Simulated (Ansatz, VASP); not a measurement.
Two plane-wave programs on Zr3S2

File INCAR:

```
PREC = Accurate ; ENCUT = 600
EDIFF = 1E-7 ; ISMEAR = 0
SIGMA = 0.1 ; LREAL = F
LASPH = T ; NELM = 100
ALGO = Normal ; ISIF = 3
LWAVE = F ; LCHARG = F
GGA = PE ; IBRION = 2
NSW = 100 ; EDIFFG = -0.01
```

KPOINTS

```
regular mesh
0
Gamma
  12 12 8
```

The input POSCAR:

```
Zr3S2
1.0
    4.9777396886      0.0000000000      0.0000000000
   -2.4888698443      4.3108490238      0.0000000000
    0.0000000000      0.0000000000      4.8681324246
Zr S
3 2
Direct
    0.3333333333      0.6666666667      0.5000000000
    0.6666666667      0.3333333333      0.5000000000
    0.0000000000      0.0000000000      0.0000000000
    0.3333333333      0.6666666667      0.0000000000
    0.6666666667      0.3333333333      0.0000000000
```

Input for Ansatz:

```yaml
crystal:
  lattice:
    - [4.9777396886, 0.0, 0.0]
    - [-2.4888698443, 4.3108490238, 0.0]
    - [0.0, 0.0, 4.8681324246]
  atoms:
    - { symbol: Zr, position: [0.3333333333, 0.6666666667, 0.5] }
    - { symbol: Zr, position: [0.6666666667, 0.3333333333, 0.5] }
    - { symbol: Zr, position: [0.0, 0.0, 0.0] }
    - { symbol: S, position: [0.3333333333, 0.6666666667, 0.0] }
    - { symbol: S, position: [0.6666666667, 0.3333333333, 0.0] }
basis:
  ecutwfc: 420
kpoints:
  mp_grid: { grid: [12, 12, 8] }
hamiltonian:
  xc: pbe
scf:
  occupations: { method: gaussian, width: 0.1 }
  n_extra_bands: 32
  convergence: { dr2_threshold: 1.0e-06 }
output:
  forces: true
  eigenvalues: true
  stress: true
relax:
  adjacent_minimum: "off"
  f_tol: 0.01
  max_steps: 80
  cell: { stress_tol: 0.05 }
```

Alike in both runs: task relaxation of cell and atoms; functional PBE; k mesh 12 × 12 × 8; occupations gaussian, width 0.1 eV; no spin polarisation.

```csv
,VASP,Ansatz
version,VASP 6.6.1,Ansatz 0.2.0
potentials or method,"VASP PAW PBE potentials, release 64 (Zr_sv, S), cutoff 600 eV","scalar-relativistic, plane waves, PAW"
valence electrons in the cell,48,48
```

|  | VASP | Ansatz | Ansatz less VASP |
| --- | --- | --- | --- |
| gap on the k mesh at the Fermi level, each at its own relaxed structure (eV) | none | none | - |
| relaxed volume (Å³/atom) | 20.96 | 20.96 | -0.003 |
| relaxed length of the cell vector where the two differ most in proportion (Å) | 4.989 | 4.989 | -0.0004 |

A gap of «none» marks a metal or a gap that the smearing closes. Ansatz's warnings: force scf threshold loose, stress scf threshold loose.
